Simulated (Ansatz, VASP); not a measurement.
**Two plane-wave programs on PtSe2**

Contents of INCAR:

```
PREC     = Accurate       # precision mode
ENCUT    = 520            # plane-wave cutoff, eV
EDIFF    = 1E-6           # SCF threshold, eV
ISMEAR   = -1             # smearing method
SIGMA    = 0.02           # smearing width, eV
LREAL    = F              # projectors in reciprocal space
LASPH    = T              # aspherical terms in the spheres
NELM     = 150            # most SCF steps
ALGO     = Normal         # electronic algorithm
ISIF     = 2              # what is computed and relaxed
LWAVE    = F              # write WAVECAR
LCHARG   = T              # write CHGCAR
MAGMOM   = 0 0 0 0 0 0 0 0 0 # initial moments
LORBIT   = 11             # projections on sites
LSORBIT  = T              # spin-orbit coupling
GGA_COMPAT= F            
LORBMOM  = T            
LMAXMIX  = 4              # l up to which the mixer works
GGA      = PE             # functional
LVHAR    = T            
NBANDS   = 35             # bands
```

The input KPOINTS:

```
Automatic mesh
0
Gamma
  8 8 8
```

The input POSCAR:

```
PtSe2
1.0
    0.0000000000      3.1308957810      3.1308957810
    3.1308957810      0.0000000000      3.1308957810
    3.1308957810      3.1308957810      0.0000000000
Pt Se
1 2
Direct
    0.0000000000      0.0000000000      0.0000000000
    0.2500000000      0.2500000000      0.2500000000
    0.7500000000      0.7500000000      0.7500000000
```

Input for Ansatz:

```yaml
crystal:
  lattice:
    - [0.0, 3.130895781, 3.130895781]
    - [3.130895781, 0.0, 3.130895781]
    - [3.130895781, 3.130895781, 0.0]
  atoms:
    - { symbol: Pt, position: [0.0, 0.0, 0.0] }
    - { symbol: Se, position: [0.25, 0.25, 0.25] }
    - { symbol: Se, position: [0.75, 0.75, 0.75] }
kpoints:
  mp_grid: { grid: [8, 8, 8] }
  band_path:
    path:
      - [0.0, 0.0, 0.0]
      - [0.5, 0.0, 0.5]
      - [0.625, 0.25, 0.625]
      - [0.375, 0.375, 0.75]
      - [0.5, 0.5, 0.5]
      - [0.5, 0.25, 0.75]
      - [0.1, 0.0, 0.1]
    npoints: 1
hamiltonian:
  xc: pbe
scf:
  occupations: { method: fermi_dirac, width: 0.02 }
  n_extra_bands: 8
magnetization:
  noncollinear: true
  spin_orbit: true
output:
  forces: true
  stress: true
  eigenvalues: true
  write_density: true
  write_potential: true
  elf: true
  volumetric_format: npy
```

Alike in both runs: task single point; functional PBE; k mesh 8 × 8 × 8; occupations fermi-dirac, width 0.02 eV; non-collinear spin, spin-orbit coupling.

|  | VASP | Ansatz |
| --- | --- | --- |
| version | VASP 6.6.1 | Ansatz 0.2.0 |
| potentials or method | VASP PAW PBE potentials, release 64 (Pt, Se) | plane waves, PAW |
| plane-wave cutoff (eV) | 520 | 420 |
| valence electrons in the cell | 22 | 50 |

|  | VASP | Ansatz | Ansatz less VASP |
| --- | --- | --- | --- |
| pressure (GPa) | 1.6 | 1.6 | +0.01 |
| net moment per atom (μB) | 0.00 | 0.00 | 0.000 |

VASP's potentials hold 22 valence electrons a cell and Ansatz's 50, so a difference there can come from the potentials and not from the codes.
